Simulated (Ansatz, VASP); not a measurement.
## FeRu in VASP and in Ansatz

The input INCAR:

```
PREC = Accurate
ENCUT = 520
EDIFF = 1E-6
ISMEAR = -1
SIGMA = 0.05
LREAL = False
LASPH = True
NELM = 60
ALGO = Normal
ISIF = 2
LWAVE = False
LCHARG = False
GGA = CA
NBANDS = 18
```

File KPOINTS:

```
Automatic mesh
0
Gamma
  12 12 7
```

The input POSCAR:

```
FeRu
1.0
    2.6946342154      0.0000000000      0.0000000000
   -1.3473171077      2.3336216845      0.0000000000
    0.0000000000      0.0000000000      4.1500556394
Fe Ru
1 1
Direct
    0.0000000000      0.0000000000      0.5000000000
    0.6666666667      0.3333333333      0.0000000000
```

Input for Ansatz:

```yaml
crystal:
  lattice:
    - [2.6946342154, 0.0, 0.0]
    - [-1.3473171077, 2.3336216845, 0.0]
    - [0.0, 0.0, 4.1500556394]
  atoms:
    - { symbol: Fe, position: [0.0, 0.0, 0.5] }
    - { symbol: Ru, position: [0.6666666667, 0.3333333333, 0.0] }
kpoints:
  mp_grid: { grid: [12, 12, 7] }
scf:
  occupations: { method: fermi_dirac, width: 0.05 }
hamiltonian:
  xc: lda
  pseudopotentials: { kind: paw }
output:
  forces: true
  stress: true
  eigenvalues: true
  write_density: true
  write_potential: true
  elf: true
  volumetric_format: npy
```

Change from the starting cell: volume scaled by 1.06, no spin polarisation, PAW files.

Alike in both runs: task single point; functional LDA; k mesh 12 × 12 × 7; occupations fermi-dirac, width 0.05 eV; no spin polarisation.

```csv
,VASP,Ansatz
version,VASP 6.6.1,Ansatz 0.2.0
potentials or method,"VASP PAW LDA potentials, release 64 (Fe, Ru_pv)","PAW with Ansatz's default frozen-core files, scalar-relativistic"
plane-wave cutoff (eV),520,420
valence electrons in the cell,22,32
```

Ansatz gave:

* pressure (GPa): -32.7
* traceless stress, the component that is largest in VASP (GPa): 0.04

Problem. Which values does VASP return?

Solution. Pressure (GPa): -32.3; traceless stress, the component that is largest in VASP (GPa): -0.11.

LDA's correlation is that of Perdew and Zunger in VASP and of Perdew and Wang (1992) in Ansatz. Both programs put the cell under strong tension, so it lies far from rest at this level. VASP's potentials hold 22 valence electrons a cell and Ansatz's 32, so a difference there can come from the potentials and not from the codes.

Noted on VASP's run: the cell as given lies far from equilibrium.
